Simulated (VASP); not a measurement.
# AlH4 (I4/mmm) in VASP: notebook

The runs below take AlH4 through single point, relaxation of cell and atoms, with PBE.

Program: VASP 6.6.1. These are calculated values, not measurements. Logs are shortened: lines on timing, memory, paths and dates and some standing lists are left out, and cuts for length are marked.

## Step 1: The cell of the first run

It takes space group I4/mmm (No. 139, tetragonal). The conventional cell has a = 3.484 Å, b = 3.484 Å, c = 8.465 Å, α = 90.00°, β = 90.00°, γ = 90.00°. Al (site symmetry 4/mmm) has 6 H at 1.67 to 1.74 Å within 2.2 Å. Within 2.2 Å of H (site symmetry 4mm) lie 1 Al at 1.67 Å. H (site symmetry mmm) has 2 Al at 1.74 Å within 2.3 Å.

## Step 2: Single point, PBE

File INCAR:

```
ALGO = Normal ; EDIFF = 1E-6
ENCUT = 520 ; GGA = PE
ISIF = 2 ; ISMEAR = 0
LASPH = True ; LCHARG = True
LELF = True ; LREAL = False
LVHAR = True ; LWAVE = False
NBANDS = 12 ; NELM = 60
PREC = Accurate ; SIGMA = 0.1
```

File KPOINTS:

```
k-points
0
Gamma
  16 16 16
```

File POSCAR:

```
AlH4
1.0
   -1.7420504465      1.7420504465      4.2325423555
    1.7420504465     -1.7420504465      4.2325423555
    1.7420504465      1.7420504465     -4.2325423555
Al H
1 4
Direct
    0.0000000000      0.0000000000      0.0000000000
    0.1967755484      0.1967755484      0.0000000000
    0.8032244516      0.8032244516      0.0000000000
    0.5000000000      0.0000000000      0.5000000000
    0.0000000000      0.5000000000      0.5000000000
```

Potentials or basis: VASP PAW PBE potentials, release 64 (Al, H).

The run is started by

```
$ cat potpaw_PBE.64/Al/POTCAR potpaw_PBE.64/H/POTCAR > POTCAR
$ mpirun -np 1 vasp_std > vasp.out
```

OUTCAR:

```text
EDIFF = 1E-6
   ENCUT = 520
   GGA = PE
   ISIF = 2
   ISMEAR = 0
   LASPH = True
   LREAL = False
   NELM = 60
   PREC = Accurate

 ion  position               nearest neighbor table
   1  0.000  0.000  0.000-   2 1.67   3 1.67   4 1.74   5 1.74   5 1.74   4 1.74
   2  0.197  0.197  0.000-   1 1.67
   3  0.803  0.803  0.000-   1 1.67
   4  0.500  0.000  0.500-   1 1.74   1 1.74
   5  0.000  0.500  0.500-   1 1.74   1 1.74

  LATTYP: Found a body centered tetragonal cell.
 ALAT       =     3.4841008930
 C/A-ratio  =     2.4296324851

  Lattice vectors:

 A1 = (  -1.7420504465,   1.7420504465,   4.2325423555)
 A2 = (   1.7420504465,  -1.7420504465,   4.2325423555)
 A3 = (   1.7420504465,   1.7420504465,  -4.2325423555)

Analysis of symmetry for initial positions (statically):
=====================================================================
 Subroutine PRICEL returns:
 Original cell was already a primitive cell.

 Routine SETGRP: Setting up the symmetry group for a
 body centered tetragonal supercell.

 Subroutine GETGRP returns: Found 16 space group operations
 (whereof 16 operations were pure point group operations)
 out of a pool of 16 trial point group operations.

The static configuration has the point symmetry D_4h.

Analysis of symmetry for dynamics (positions and initial velocities):
=====================================================================
 Subroutine PRICEL returns:
 Original cell was already a primitive cell.

 Routine SETGRP: Setting up the symmetry group for a
 body centered tetragonal supercell.

 Subroutine GETGRP returns: Found 16 space group operations
 (whereof 16 operations were pure point group operations)
 out of a pool of 16 trial point group operations.

The dynamic configuration has the point symmetry D_4h.

 Subroutine INISYM returns: Found 16 space group operations
 (whereof 16 operations are pure point group operations),
 and found     1 'primitive' translations

----------------------------------------------------------------------------------------

                                     Primitive cell

  volume of cell :      51.3787

  direct lattice vectors                    reciprocal lattice vectors
    -1.742050446  1.742050446  4.232542355     0.000000000  0.287018095  0.118132309
     1.742050446 -1.742050446  4.232542355     0.287018095  0.000000000  0.118132309
     1.742050446  1.742050446 -4.232542355     0.287018095  0.287018095  0.000000000

  length of vectors
[... 97 lines left out ...]
   TEBEG  =    0.0;   TEEND  =   0.0 temperature during run
   PSTRESS=    0.0 pullay stress
   NELECT =       7.0000    total number of electrons
   NUPDOWN=      -1.0000    fix difference up-down
   EMIN   =  10.00;   EMAX   =-10.00  energy-range for DOS
   EFERMI =   0.00;   METHOD = LEGACY
   ISMEAR =     0;   SIGMA  =   0.10  broadening in eV -4-tet -1-fermi 0-gaus
   EFERMI_NEDOS =   21; number of points for ismear=-14 and -15
   IALGO  =     38    algorithm
   IMIX   =      4    mixing-type and parameters
     AMIX     =   0.40;   BMIX     =  1.00
     AMIX_MAG =   1.60;   BMIX_MAG =  1.00
  volume/ion in A,a.u.               =      10.28        69.34
  Fermi-wavevector in a.u.,A,eV,Ry     =   0.842390  1.591886  9.654981  0.709621
  Thomas-Fermi vector in A             =   1.957089
   LORBIT       =      0    0 simple, 1 ext, 2 COOP (PROOUT), +10 PAW based schemes
   GGA     = PE    functional components
   LHFCALC =     F    Hartree Fock is set to
   AEXX    =    0.0000 exact exchange contribution
   IVDW    =     0    specifies the selected vdW correction
   LEPSILON=     F    determine dielectric tensor
   LRPA    =     F    only Hartree local field effects (RPA)
 non-spin polarized calculation
 Gauss-broadening in eV      SIGMA  =   0.10
  energy-cutoff  :      520.00
  volume of cell :       51.38
 maximum number of plane-waves:      1420
   NGX = 19   NGY = 19   NGZ = 19

 number of electron       6.9999999 magnetization

 Free energy of the ion-electron system (eV)
  ---------------------------------------------------
  ext. energy  EPLUGINS =         0.00000000
  ---------------------------------------------------
  free energy    TOTEN  =       -14.93621549 eV

  energy without entropy =      -14.93077378  energy(sigma->0) =      -14.93349464

 E-fermi :  -1.1096     XC(G=0):  -7.6813

 val. band max:       -1.1097401873   @ k =   0.5000   0.5000   0.5000
 cond. band min:      -1.1069196311   @ k =  -0.4375  -0.4375   0.4375
 fundamental gap:      0.0028205562
 Fermi energy:        -1.1096491749

 k-point     1 :       0.0000    0.0000    0.0000
  band No.  band energies     occupation
      1      -8.7479      2.00000
      2      -1.8248      2.00000
      3      -1.6097      2.00000
      4      -1.0366      0.30132
      5       5.4902      0.00000
      6       5.4902      0.00000
      7       6.8182      0.00000
      8       8.6723      0.00000
      9      10.2855      0.00000
     10      10.2855      0.00000
     11      12.4348      0.00000
     12      16.3438      0.00000
[... 331 lines left out ...]
 k-point    24 :      -0.0625    0.0625    0.0000
  band No.  band energies     occupation
      1      -8.6653      2.00000
      2      -1.8358      2.00000
      3      -1.5800      2.00000
      4      -1.2361      1.92637
      5       5.1113      0.00000
      6       5.8456      0.00000
      7       6.6455      0.00000
      8       9.1735      0.00000
      9       9.5953      0.00000
     10      10.6911      0.00000
     11      13.3092      0.00000
     12      14.6337      0.00000

 [... further k-points ...]
[... 5 lines left out ...]
  --------------------------------------------------------------------------------------
  -------------------------------------------------------------------------------------
  Total       -0.0457407     -0.0457407     -0.0411417      0.0000000      0.0000000      0.0000000
  in kB       -1.4263652     -1.4263652     -1.2829523      0.0000000      0.0000000      0.0000000
  external PRESSURE =      -1.3785609 kB  Pullay stress =       0.0000000 kB

 VOLUME and BASIS-vectors are now :
 -----------------------------------------------------------------------------
  energy-cutoff  :      520.00
  volume of cell :       51.38
      direct lattice vectors                 reciprocal lattice vectors
    -1.742050446  1.742050446  4.232542355     0.000000000  0.287018095  0.118132309
     1.742050446 -1.742050446  4.232542355     0.287018095  0.000000000  0.118132309
     1.742050446  1.742050446 -4.232542355     0.287018095  0.287018095  0.000000000

 POSITION                                       TOTAL-FORCE (eV/Angst)
 -----------------------------------------------------------------------------------
      0.00000      0.00000      0.00000         0.000000      0.000000      0.000000
      0.00000      0.00000      1.66572        -0.000000     -0.000000      0.003888
      0.00000      0.00000      6.79936        -0.000000     -0.000000     -0.003888
      0.00000      1.74205      0.00000         0.000000      0.000000      0.000000
      1.74205      0.00000      0.00000         0.000000      0.000000      0.000000
 -----------------------------------------------------------------------------------
    total drift:                               -0.000000     -0.000000     -0.000000

  FREE ENERGIE OF THE ION-ELECTRON SYSTEM (eV)
  ---------------------------------------------------
  free  energy   TOTEN  =       -14.9362154941 eV

  energy  without entropy=      -14.9307737812  energy(sigma->0) =      -14.93349464
```

Run time: 3.3 min. Hardware: 1 thread of Intel Xeon Platinum 8259CL at 2.50GHz (Skylake/Cascade Lake), shared host; peak memory 0.33 GiB.

Results:

* Free energy: -14.9362 eV
* Pressure: -0.1 GPa
* Largest force: 0.004 eV/Å

Forces on the atoms (eV/Å):
```
Al   0.000  0.000  0.000
H    0.000  0.000  0.004
H    0.000  0.000 -0.004
H    0.000  0.000  0.000
H    0.000  0.000  0.000
```

## Step 3: Single point, PBE

File INCAR:

```
SYSTEM = AlH4
ALGO = Normal ; EDIFF = 1E-6
ENCUT = 520 ; GGA = PE
ISIF = 2 ; ISMEAR = 0
LASPH = .TRUE. ; LCHARG = .FALSE.
LREAL = .FALSE. ; LWAVE = .FALSE.
NBANDS = 12 ; NELM = 80
PREC = Accurate ; SIGMA = 0.1
```

File KPOINTS:

```
k-points
0
G
  16 16 16
  0 0 0
```

POSCAR is that of step 2.

Potentials or basis: VASP PAW PBE potentials, release 64 (Al, H).

The run is started by

```
$ cat potpaw_PBE.64/Al/POTCAR potpaw_PBE.64/H/POTCAR > POTCAR
$ mpirun -np 1 vasp_std > vasp.out
```

Run time: 3.8 min. Hardware: 1 thread of Intel Xeon Platinum 8259CL at 2.50GHz (Skylake/Cascade Lake), shared host; peak memory 0.33 GiB.

Results (log left out):

```yaml
Free_energy: -14.9362 eV
Pressure: -0.1 GPa
Largest_force: 0.004 eV/Å
```

Forces on the atoms (eV/Å):
```
Al   0.000  0.000  0.000
H    0.000  0.000  0.004
H    0.000  0.000 -0.004
H    0.000  0.000  0.000
H    0.000  0.000  0.000
```

Levels at points of the mesh, in eV from the Fermi level:
```
           k point  band 1  band 2  band 3  band 4  band 5  band 6
(0.00, 0.00, 0.00)   -7.64   -0.72   -0.50    0.07    6.60    6.60
(0.50, 0.00, 0.00)   -5.48   -3.73   -1.67    0.38    6.41    7.65
(0.50, 0.50, 0.00)   -3.07   -2.90   -2.90   -1.24    4.51    6.31
(0.50, 0.50, 0.50)   -6.98   -3.72    0.00    1.27    6.11    6.11
```

## Step 4: Relaxation of cell and atoms, PBE

File INCAR:

```
  PREC = Accurate
  ENCUT = 600
  EDIFF = 1E-6
  ISMEAR = 0
  SIGMA = 0.1
  LREAL = False
  LASPH = True
  NELM = 80
  ALGO = Normal
  ISIF = 3
  LWAVE = False
  LCHARG = False
  GGA = PE
  IBRION = 2
  NSW = 100
  EDIFFG = -0.01
```

File KPOINTS:

```
regular mesh
0
Gamma
  16 16 16
```

File POSCAR:

```
AlH4
1.0
   -1.7350769683      1.7350769683      4.2628844133
    1.7350769683     -1.7350769683      4.2628844133
    1.7350769683      1.7350769683     -4.2628844133
Al H
1 4
Direct
    0.0000000000      0.0000000000      0.0000000000
    0.1960046769      0.1960046769      0.0000000000
    0.8039953231      0.8039953231      0.0000000000
    0.5000000000      0.0000000000      0.5000000000
    0.0000000000      0.5000000000      0.5000000000
```

Potentials or basis: VASP PAW PBE potentials, release 64 (Al, H).

The run is started by

```
$ cat potpaw_PBE.64/Al/POTCAR potpaw_PBE.64/H/POTCAR > POTCAR
$ mpirun -np 1 vasp_std > vasp.out
```

OUTCAR:

```text
PREC = Accurate
   ENCUT = 600
   EDIFF = 1E-6
   ISMEAR = 0
   LREAL = False
   LASPH = True
   NELM = 80
   ISIF = 3
   GGA = PE
   IBRION = 2
   NSW = 100
   EDIFFG = -0.01

 ion  position               nearest neighbor table
   1  0.000  0.000  0.000-   2 1.67   3 1.67   4 1.74   5 1.74   5 1.74   4 1.74
   2  0.196  0.196  0.000-   1 1.67
   3  0.804  0.804  0.000-   1 1.67
   4  0.500  0.000  0.500-   1 1.74   1 1.74
   5  0.000  0.500  0.500-   1 1.74   1 1.74

  LATTYP: Found a body centered tetragonal cell.
 ALAT       =     3.4701539366
 C/A-ratio  =     2.4568849055

  Lattice vectors:

 A1 = (  -1.7350769683,   1.7350769683,   4.2628844133)
 A2 = (   1.7350769683,  -1.7350769683,   4.2628844133)
 A3 = (   1.7350769683,   1.7350769683,  -4.2628844133)

Analysis of symmetry for initial positions (statically):
=====================================================================
 Subroutine PRICEL returns:
 Original cell was already a primitive cell.

 Routine SETGRP: Setting up the symmetry group for a
 body centered tetragonal supercell.

 Subroutine GETGRP returns: Found 16 space group operations
 (whereof 16 operations were pure point group operations)
 out of a pool of 16 trial point group operations.

The static configuration has the point symmetry D_4h.

Analysis of symmetry for dynamics (positions and initial velocities):
=====================================================================
 Subroutine PRICEL returns:
 Original cell was already a primitive cell.

 Routine SETGRP: Setting up the symmetry group for a
 body centered tetragonal supercell.

 Subroutine GETGRP returns: Found 16 space group operations
 (whereof 16 operations were pure point group operations)
 out of a pool of 16 trial point group operations.

The dynamic configuration has the point symmetry D_4h.

[... 129 lines left out ...]
   GGA     = PE    functional components
   LHFCALC =     F    Hartree Fock is set to
   AEXX    =    0.0000 exact exchange contribution
   IVDW    =     0    specifies the selected vdW correction
   LEPSILON=     F    determine dielectric tensor
   LRPA    =     F    only Hartree local field effects (RPA)
 conjugate gradient relaxation of ions
 non-spin polarized calculation
 Gauss-broadening in eV      SIGMA  =   0.10
  energy-cutoff  :      600.00
  volume of cell :       51.33
 maximum number of plane-waves:      1734
   NGX = 19   NGY = 19   NGZ = 19

--------------------------------------- Ionic step        1  -------------------------------------------

 number of electron       7.0000000 magnetization

 Free energy of the ion-electron system (eV)
  ---------------------------------------------------
  ext. energy  EPLUGINS =         0.00000000
  ---------------------------------------------------
  free energy    TOTEN  =       -14.93696253 eV

  energy without entropy =      -14.93096076  energy(sigma->0) =      -14.93396164

------------------------ aborting loop because EDIFF is reached ----------------------------------------

  FORCE on cell =-STRESS in cart. coord.  units (eV):
  Direction    XX          YY          ZZ          XY          YZ          ZX
  --------------------------------------------------------------------------------------
  -------------------------------------------------------------------------------------
  Total        0.1087872      0.1087872     -0.1303482      0.0000000     -0.0000000      0.0000000
  in kB        3.3953712      3.3953712     -4.0683148      0.0000000     -0.0000000      0.0000000
  external PRESSURE =       0.9074759 kB  Pullay stress =       0.0000000 kB
[... 182 lines left out ...]
--------------------------------------- Ionic step        6  -------------------------------------------

 number of electron       7.0000000 magnetization

 Free energy of the ion-electron system (eV)
  ---------------------------------------------------
  ext. energy  EPLUGINS =         0.00000000
  ---------------------------------------------------
  free energy    TOTEN  =       -14.93761500 eV

  energy without entropy =      -14.93202755  energy(sigma->0) =      -14.93482127

 E-fermi :  -1.1352     XC(G=0):  -7.6612

 val. band max:       -1.1641465223   @ k =   0.0625   0.0000   0.0000
 cond. band min:      -1.1320968233   @ k =   0.5000   0.5000   0.5000
 fundamental gap:      0.0320496990
 Fermi energy:        -1.1352355760

 k-point     1 :       0.0000    0.0000    0.0000
  band No.  band energies     occupation
      1      -8.7620      2.00000
      2      -1.8788      2.00000
      3      -1.6398      2.00000
      4      -1.0618      0.29930
      5       5.4626      0.00000
      6       5.4626      0.00000
      7       6.8250      0.00000
[... 221 lines left out ...]
 k-point    24 :      -0.0625    0.0625    0.0000
  band No.  band energies     occupation
      1      -8.6794      2.00000
      2      -1.8883      2.00000
      3      -1.6103      2.00000
      4      -1.2616      1.92605
      5       5.0827      0.00000
      6       5.8179      0.00000
      7       6.6486      0.00000

 [... further k-points ...]
[... 5 lines left out ...]
  --------------------------------------------------------------------------------------
  -------------------------------------------------------------------------------------
  Total       -0.0045029     -0.0045029     -0.0167870      0.0000000     -0.0000000      0.0000000
  in kB       -0.1398313     -0.1398313     -0.5212970      0.0000000     -0.0000000      0.0000000
  external PRESSURE =      -0.2669865 kB  Pullay stress =       0.0000000 kB
[... 20 lines left out ...]
  FREE ENERGIE OF THE ION-ELECTRON SYSTEM (eV)
  ---------------------------------------------------
  free  energy   TOTEN  =       -14.9376150034 eV

  energy  without entropy=      -14.9320275456  energy(sigma->0) =      -14.93482127

 reached required accuracy - stopping structural energy minimisation
```

CONTCAR:

```text
AlH4
   1.00000000000000
    -1.7419246075831702    1.7419246075831702    4.2508953833965339
     1.7419246075831702   -1.7419246075831702    4.2508953833965339
     1.7419246075831702    1.7419246075831702   -4.2508953833965339
  Al              H
     1     4
Direct
     1.0000000000000000    1.0000000000000000    1.0000000000000000
     0.1958693328786566    0.1958693328786566    0.0000000000000000
     0.8041306671213433    0.8041306671213433    0.0000000000000000
     0.5000000000000000    1.0000000000000000    0.5000000000000000
     1.0000000000000000    0.5000000000000000    0.5000000000000000

  0.00000000E+00  0.00000000E+00  0.00000000E+00
  0.00000000E+00  0.00000000E+00  0.00000000E+00
  0.00000000E+00  0.00000000E+00  0.00000000E+00
  0.00000000E+00  0.00000000E+00  0.00000000E+00
  0.00000000E+00  0.00000000E+00  0.00000000E+00
```

Wall time 8.6 min (1 thread of Intel Xeon Platinum 8259CL at 2.50GHz (Skylake/Cascade Lake), shared host); peak memory 0.36 GiB.

What came out:

| Item | Value |
| --- | --- |
| Free energy | -14.9376 eV |
| Relaxed volume | 10.32 Å³/atom |
| Relaxed cell | a = 4.913 Å, b = 4.913 Å, c = 4.913 Å, α = 138.47°, β = 138.47°, γ = 60.19° |
| Space group after relaxing (to 0.05 Å) | I4/mmm (No. 139) |
| Energy gained by relaxing | 0.1 meV/atom |
| Ionic steps | 6 |
| Pressure after relaxing | 0.0 GPa |
| Largest force after relaxing | 0.005 eV/Å |

Forces on the atoms (eV/Å):
```
Al   0.000  0.000  0.000
H    0.000  0.000  0.005
H    0.000  0.000 -0.005
H    0.000  0.000  0.000
H    0.000  0.000  0.000
```

The path:
```
step  energy change (eV)  largest force (eV/Å)  pressure (GPa)  volume (Å³)
   1              0.0000                0.0236            0.09        51.33
   2             -0.0004                0.0036            0.12        51.38
   3             -0.0005                0.0173            0.14        51.42
   4             -0.0005                0.0242            0.16        51.43
   5             -0.0006                0.0107            0.03        51.55
   6             -0.0007                0.0050           -0.03        51.59
```

Final structure:
```xyz
5
Lattice="-1.7419 1.7419 4.2509 1.7419 -1.7419 4.2509 1.7419 1.7419 -4.2509" Properties=species:S:1:pos:R:3 pbc="T T T"
Al    1.7419    1.7419    4.2509
H     0.0000    0.0000    1.6652
H     0.0000    0.0000    6.8366
H     1.7419    0.0000    4.2509
H     0.0000    1.7419    4.2509
```
